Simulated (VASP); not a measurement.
Input of a VASP 6.6.1 run:

Contents of INCAR:

```
ALGO = Normal
EDIFF = 1E-6
ENCUT = 520
GGA = PE
ISIF = 2
ISMEAR = -1
LASPH = True
LCHARG = False
LREAL = Auto
LWAVE = False
NBANDS = 126
NELM = 60
PREC = Accurate
SIGMA = 0.05
```

Contents of KPOINTS:

```
k-points
0
Gamma
  3 3 1
```

Contents of POSCAR:

```
WC
1.0
    5.7780001252      0.0000000000      0.0000000000
   -2.8890000626      5.0038948915      0.0000000000
    0.0000000000      0.0000000000     19.0675000000
W C
12 12
Direct
    0.0000000000      0.0000000000      0.0524453000
    0.0000000000      0.0000000000      0.2017121864
    0.0000000000      0.0000000000      0.3547660701
    0.0000000000      0.5000000000      0.0524453000
    0.0000000000      0.5000000000      0.2017121864
    0.0000000000      0.5000000000      0.3547660701
    0.5000000000      0.0000000000      0.0524453000
    0.5000000000      0.0000000000      0.2017121864
    0.5000000000      0.0000000000      0.3547660701
    0.5000000000      0.5000000000      0.0524453000
    0.5000000000      0.5000000000      0.2017121864
    0.5000000000      0.5000000000      0.3547660701
    0.3333333333      0.1666666667      0.1265766000
    0.3333333333      0.1666666667      0.2747065652
    0.3333333333      0.1666666667      0.4129494923
    0.3333333333      0.6666666667      0.1265766000
    0.3333333333      0.6666666667      0.2747065652
    0.3333333333      0.6666666667      0.4129494923
    0.8333333333      0.1666666667      0.1265766000
    0.8333333333      0.1666666667      0.2747065652
    0.8333333333      0.1666666667      0.4129494923
    0.8333333333      0.6666666667      0.1265766000
    0.8333333333      0.6666666667      0.2747065652
    0.8333333333      0.6666666667      0.4129494923
```

Potentials or basis: VASP PAW PBE potentials, release 64 (W_sv, C).

The run is started by

```console
$ cat potpaw_PBE.64/W_sv/POTCAR potpaw_PBE.64/C/POTCAR > POTCAR
$ mpirun -np 1 vasp_std > vasp.out
```

Problem. Predict the band gap on the k mesh.

Solution. Zero (bands 108 and 109 overlap by 1.08 eV).

Problem. Estimate the largest force.

Solution. 0.719 eV/Å.

Forces in eV/Å, atoms in the order of the input:
```
W    0.000  0.000  0.668
W    0.000  0.000 -0.012
W    0.000  0.000 -0.050
W    0.000  0.000  0.668
W    0.000  0.000 -0.012
W    0.000  0.000 -0.050
W    0.000  0.000  0.668
W    0.000  0.000 -0.012
W    0.000  0.000 -0.050
W    0.000  0.000  0.668
W    0.000  0.000 -0.012
W    0.000  0.000 -0.050
C    0.000  0.000 -0.719
C    0.000  0.000  0.009
C    0.000  0.000  0.105
C    0.000  0.000 -0.719
C    0.000  0.000  0.009
C    0.000  0.000  0.105
C    0.000  0.000 -0.719
C    0.000  0.000  0.009
C    0.000  0.000  0.105
C    0.000  0.000 -0.719
C    0.000  0.000  0.009
C    0.000  0.000  0.105
```

Caveat: the k points lie up to 0.42 Å⁻¹ apart, too coarse for converged energies and pressures of a metal; there is no dipole correction, which matters where the two faces differ; spin-orbit coupling is left out, which moves the levels of the heavy elements.
